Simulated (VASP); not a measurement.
# CoO (F-43m) in VASP: settings compared

CoO is run at these levels: PBEsol, LDA, PBE; tasks: single point, relaxation of cell and atoms.

All numbers are computed with VASP 6.6.1; they aren't measurements. Logs are shortened: lines on timing, memory, paths and dates and some standing lists are left out, and cuts for length are marked.

## Step 1: The cell of the first run

Symmetry: F-43m, No. 216, cubic system. Conventional cell: a = 4.687 Å, b = 4.687 Å, c = 4.687 Å, α = 90.00°, β = 90.00°, γ = 90.00°. Within 2.7 Å of Co (site symmetry -43m) lie 4 O at 2.03 Å. Within 2.7 Å of O (site symmetry -43m) lie 4 Co at 2.03 Å.

## Step 2: Single point, PBEsol, collinear spin, ferromagnetic start

The input, INCAR:

```
ALGO = Normal
EDIFF = 1E-6
ENCUT = 520
GGA = PS
ISIF = 2
ISMEAR = -1
ISPIN = 2
LASPH = T
LCHARG = F
LMAXMIX = 4
LORBIT = 11
LREAL = F
LWAVE = F
MAGMOM = 2 0
NBANDS = 18
NELM = 150
PREC = Accurate
SIGMA = 0.05
```

The input, KPOINTS:

```
k-points
0
Gamma
  10 10 10
```

The input, POSCAR:

```
CoO
1.0
    0.0000000000      2.3436418400      2.3436418400
    2.3436418400      0.0000000000      2.3436418400
    2.3436418400      2.3436418400      0.0000000000
Co O
1 1
Direct
    0.0000000000      0.0000000000      0.0000000000
    0.2500000000      0.2500000000      0.2500000000
```

Potentials or basis: VASP PAW PBE potentials, release 64 (Co, O).

Command:

```
$ cat potpaw_PBE.64/Co/POTCAR potpaw_PBE.64/O/POTCAR > POTCAR
$ mpirun -np 1 vasp_std > vasp.out
```

OUTCAR:

```text
EDIFF = 1E-6
   ENCUT = 520
   GGA = PS
   ISIF = 2
   ISMEAR = -1
   ISPIN = 2
   LASPH = T
   LORBIT = 11
   LREAL = F
   NELM = 150
   PREC = Accurate

 ion  position               nearest neighbor table
   1  0.000  0.000  0.000-   2 2.03   2 2.03   2 2.03   2 2.03
   2  0.250  0.250  0.250-   1 2.03   1 2.03   1 2.03   1 2.03

  LATTYP: Found a face centered cubic cell.
 ALAT       =     4.6872836800

  Lattice vectors:

 A1 = (   0.0000000000,   2.3436418400,   2.3436418400)
 A2 = (   2.3436418400,   0.0000000000,   2.3436418400)
 A3 = (   2.3436418400,   2.3436418400,   0.0000000000)

Analysis of symmetry for initial positions (statically):
=====================================================================
 Subroutine PRICEL returns:
 Original cell was already a primitive cell.

 Routine SETGRP: Setting up the symmetry group for a
 face centered cubic supercell.

 Subroutine GETGRP returns: Found 24 space group operations
 (whereof 24 operations were pure point group operations)
 out of a pool of 48 trial point group operations.

The static configuration has the point symmetry T_d .

Analysis of symmetry for dynamics (positions and initial velocities):
=====================================================================
 Subroutine PRICEL returns:
 Original cell was already a primitive cell.

 Routine SETGRP: Setting up the symmetry group for a
 face centered cubic supercell.

 Subroutine GETGRP returns: Found 24 space group operations
 (whereof 24 operations were pure point group operations)
 out of a pool of 48 trial point group operations.

The dynamic configuration has the point symmetry T_d .

Analysis of structural, dynamic, and magnetic symmetry:
=====================================================================
 Subroutine PRICEL returns:
 Original cell was already a primitive cell.

 Routine SETGRP: Setting up the symmetry group for a
 face centered cubic supercell.

 Subroutine GETGRP returns: Found 24 space group operations
 (whereof 24 operations were pure point group operations)
 out of a pool of 48 trial point group operations.

The overall configuration has the point symmetry T_d .

 Subroutine INISYM returns: Found 24 space group operations
 (whereof 24 operations are pure point group operations),
 and found     1 'primitive' translations

----------------------------------------------------------------------------------------

                                     Primitive cell

  volume of cell :      25.7456

  direct lattice vectors                    reciprocal lattice vectors
     0.000000000  2.343641840  2.343641840    -0.213343179  0.213343179  0.213343179
     2.343641840  0.000000000  2.343641840     0.213343179 -0.213343179  0.213343179
     2.343641840  2.343641840  0.000000000     0.213343179  0.213343179 -0.213343179

  length of vectors
     3.314410075  3.314410075  3.314410075     0.369521225  0.369521225  0.369521225

  position of ions in fractional coordinates (direct lattice)
     0.000000000  0.000000000  0.000000000
     0.250000000  0.250000000  0.250000000

  ion indices of the primitive-cell ions
   primitive index   ion index
                 1           1
                 2           2

----------------------------------------------------------------------------------------

 KPOINTS: k-points

Automatic generation of k-mesh.
 Grid dimensions read from file:
 generate k-points for:   10   10   10

 Generating k-lattice:

  Cartesian coordinates                     Fractional coordinates (reciprocal lattice)
    -0.021334318  0.021334318  0.021334318     0.100000000  0.000000000  0.000000000
     0.021334318 -0.021334318  0.021334318     0.000000000  0.100000000  0.000000000
     0.021334318  0.021334318 -0.021334318     0.000000000  0.000000000  0.100000000

  Length of vectors
     0.036952123  0.036952123  0.036952123

  Shift w.r.t. Gamma in fractional coordinates (k-lattice)
     0.000000000  0.000000000  0.000000000

 Subroutine IBZKPT returns following result:
 ===========================================

 Found     47 irreducible k-points:

 Following reciprocal coordinates:
            Coordinates               Weight
  0.000000  0.000000  0.000000      1.000000
  0.100000  0.000000  0.000000      8.000000
  0.200000  0.000000  0.000000      8.000000
  0.300000  0.000000  0.000000      8.000000
  0.400000  0.000000  0.000000      8.000000
  0.500000  0.000000  0.000000      4.000000
[... 16 lines left out ...]
  0.300000  0.300000  0.000000      6.000000
  0.400000  0.300000  0.000000     24.000000
 [... further k-points ...]
   k-points           NKPTS =     47   k-points in BZ     NKDIM =     47   number of bands    NBANDS=     18
   number of dos      NEDOS =    301   number of ions     NIONS =      2
   total plane-waves  NPLWV =  21952
   dimension x,y,z NGX =    28 NGY =   28 NGZ =   28
   dimension x,y,z NGXF=    56 NGYF=   56 NGZF=   56
   ions per type =               1   1
   NGX,Y,Z   is equivalent  to a cutoff of  14.04, 14.04, 14.04 a.u.
   NGXF,Y,Z  is equivalent  to a cutoff of  28.09, 28.09, 28.09 a.u.
 SYSTEM =  unknown system
   PREC   = accura    normal or accurate (medium, high low for compatibility)
   ISTART =      0    job   : 0-new  1-cont  2-samecut
   ICHARG =      2    charge: 1-file 2-atom 10-const
   ISPIN  =      2    spin polarized calculation?
   LNONCOLLINEAR =      F non collinear calculations
   LSORBIT =      F    spin-orbit coupling
   LASPH  =      T    aspherical Exc in radial PAW
   ENCUT  =  520.0 eV  38.22 Ry    6.18 a.u.   6.16  6.16  6.16*2*pi/ulx,y,z
   NELM   =    150;   NELMIN=  2; NELMDL= -5     # of ELM steps
   EDIFF  = 0.1E-05   stopping-criterion for ELM
   LREAL  =      F    real-space projection
   EDIFFG = 0.1E-04   stopping-criterion for IOM
   NSW    =      0    number of steps for IOM
   IBRION =     -1    ionic relax: 0-MD 1-quasi-New 2-CG
   NFREE  =      0    steps in history (QN), initial steepest desc. (CG)
   ISIF   =      2    stress and relaxation
   ISYM   =      2    0-nonsym 1-usesym 2-fastsym
   POTIM  = 0.5000    time-step for ionic-motion
   TEBEG  =    0.0;   TEEND  =   0.0 temperature during run
   PSTRESS=    0.0 pullay stress
   NELECT =      15.0000    total number of electrons
   NUPDOWN=      -1.0000    fix difference up-down
   EMIN   =  10.00;   EMAX   =-10.00  energy-range for DOS
   EFERMI =   0.00;   METHOD = LEGACY
   ISMEAR =    -1;   SIGMA  =   0.05  broadening in eV -4-tet -1-fermi 0-gaus
   EFERMI_NEDOS =   21; number of points for ismear=-14 and -15
   IALGO  =     38    algorithm
   IMIX   =      4    mixing-type and parameters
     AMIX     =   0.40;   BMIX     =  1.00
     AMIX_MAG =   1.60;   BMIX_MAG =  1.00
  volume/ion in A,a.u.               =      12.87        86.87
  Fermi-wavevector in a.u.,A,eV,Ry     =   1.367322  2.583863 25.437022  1.869568
  Thomas-Fermi vector in A             =   2.493384
   LORBIT       =     11    0 simple, 1 ext, 2 COOP (PROOUT), +10 PAW based schemes
   GGA     = PS    functional components
   LHFCALC =     F    Hartree Fock is set to
   AEXX    =    0.0000 exact exchange contribution
   IVDW    =     0    specifies the selected vdW correction
   LEPSILON=     F    determine dielectric tensor
   LRPA    =     F    only Hartree local field effects (RPA)
 spin polarized calculation
  energy-cutoff  :      520.00
  volume of cell :       25.75
 maximum number of plane-waves:       701
 NGX is ok and might be reduce to    28
   NGX = 13   NGY = 13   NGZ = 13

 number of electron      14.9999998 magnetization       2.9910790

 Free energy of the ion-electron system (eV)
  ---------------------------------------------------
  ext. energy  EPLUGINS =         0.00000000
  ---------------------------------------------------
  free energy    TOTEN  =       -13.97642256 eV

  energy without entropy =      -13.96019019  energy(sigma->0) =      -13.96830638

 E-fermi :   4.5404     XC(G=0): -10.8440

 val. band max:        4.5046191553   @ k =   0.5000   0.5000   0.0000
 cond. band min:       4.5459519630   @ k =  -0.3000   0.5000   0.2000
 fundamental gap:      0.0413328077
 Fermi energy:         4.5404369033

 spin component 1

 k-point     1 :       0.0000    0.0000    0.0000
  band No.  band energies     occupation
      1     -14.5707      1.00000
      2      -0.9970      1.00000
      3      -0.9970      1.00000
      4      -0.9970      1.00000
      5       2.2298      1.00000
      6       2.2298      1.00000
[... 10 lines left out ...]
     17      23.6701      0.00000
     18      25.8918      0.00000
[... 463 lines left out ...]
 k-point    24 :       0.4000    0.3000    0.0000
  band No.  band energies     occupation
      1     -14.0486      1.00000
      2      -1.7424      1.00000
      3      -0.4707      1.00000
      4      -0.4380      1.00000
      5       1.6486      1.00000
      6       2.4006      1.00000
[... 10 lines left out ...]
     17      29.4523      0.00000
     18      31.1597      0.00000

 [... further k-points ...]

 spin component 2

 k-point     1 :       0.0000    0.0000    0.0000
  band No.  band energies     occupation
      1     -13.9630      1.00000
      2       0.3267      1.00000
      3       0.3267      1.00000
      4       0.3268      1.00000
      5       4.1977      0.99895
      6       4.1977      0.99895
[... 10 lines left out ...]
     17      24.0542      0.00000
     18      26.3517      0.00000
[... 463 lines left out ...]
 k-point    24 :       0.4000    0.3000    0.0000
  band No.  band energies     occupation
      1     -13.4071      1.00000
      2      -0.9834      1.00000
      3       0.5311      1.00000
      4       0.6039      1.00000
      5       3.8662      1.00000
      6       4.4405      0.88062
[... 10 lines left out ...]
     17      29.9063      0.00000
     18      31.6635      0.00000

 [... further k-points ...]

------------------------ aborting loop because EDIFF is reached ----------------------------------------

  FORCE on cell =-STRESS in cart. coord.  units (eV):
  Direction    XX          YY          ZZ          XY          YZ          ZX
  --------------------------------------------------------------------------------------
  -------------------------------------------------------------------------------------
  Total       -3.0613768     -3.0613768     -3.0613768      0.0000000      0.0000000      0.0000000
  in kB     -190.5125713   -190.5125713   -190.5125713      0.0000000      0.0000000      0.0000000
  external PRESSURE =    -190.5125713 kB  Pullay stress =       0.0000000 kB

 VOLUME and BASIS-vectors are now :
 -----------------------------------------------------------------------------
  energy-cutoff  :      520.00
  volume of cell :       25.75
      direct lattice vectors                 reciprocal lattice vectors
     0.000000000  2.343641840  2.343641840    -0.213343179  0.213343179  0.213343179
     2.343641840  0.000000000  2.343641840     0.213343179 -0.213343179  0.213343179
     2.343641840  2.343641840  0.000000000     0.213343179  0.213343179 -0.213343179

 POSITION                                       TOTAL-FORCE (eV/Angst)
 -----------------------------------------------------------------------------------
      0.00000      0.00000      0.00000         0.000000      0.000000      0.000000
      1.17182      1.17182      1.17182        -0.000000     -0.000000     -0.000000
 -----------------------------------------------------------------------------------
    total drift:                               -0.000000     -0.000000      0.000000

  FREE ENERGIE OF THE ION-ELECTRON SYSTEM (eV)
  ---------------------------------------------------
  free  energy   TOTEN  =       -13.9764225635 eV

  energy  without entropy=      -13.9601901946  energy(sigma->0) =      -13.96830638

 total charge

# of ion       s       p       d       tot
------------------------------------------
    1        0.312   0.363   7.118   7.794
    2        1.546   3.369   0.000   4.914
--------------------------------------------------
tot          1.858   3.732   7.118  12.708

 magnetization (x)

# of ion       s       p       d       tot
------------------------------------------
    1        0.019   0.041   2.494   2.554
    2        0.020   0.321   0.000   0.341
--------------------------------------------------
tot          0.039   0.362   2.494   2.895
```

Wall time 48 s (1 thread of AMD EPYC 7R13 (Zen 3), shared host); peak memory 0.16 GiB.

Results:

```yaml
Free_energy: -13.9764 eV
Pressure: -19.1 GPa
Band_gap_on_the_k_mesh: zero (filled and empty bands touch)
Net_moment: 2.99 μB per cell
Site_moments: Co +2.55; O +0.34 μB
Valence_electrons_inside_the_program's_atomic_spheres: Co 7.79; O 4.91
```

Caveat: the cell stands under tension; the PAW data sets were made with another functional, which shifts forces and pressure a little; a cell with one magnetic atom can't hold antiferromagnetic order, which such compounds often take; semilocal functionals often make such compounds metallic where correlation or magnetic order opens a gap, which also shifts bond lengths. With open d or f shells a metallic result of PBEsol can be an artefact of self-interaction; +U or a hybrid may open a gap.

(Part 1 of 2 ends here.)

The gap in the log of VASP goes by the Fermi energy; the results here count the filled bands.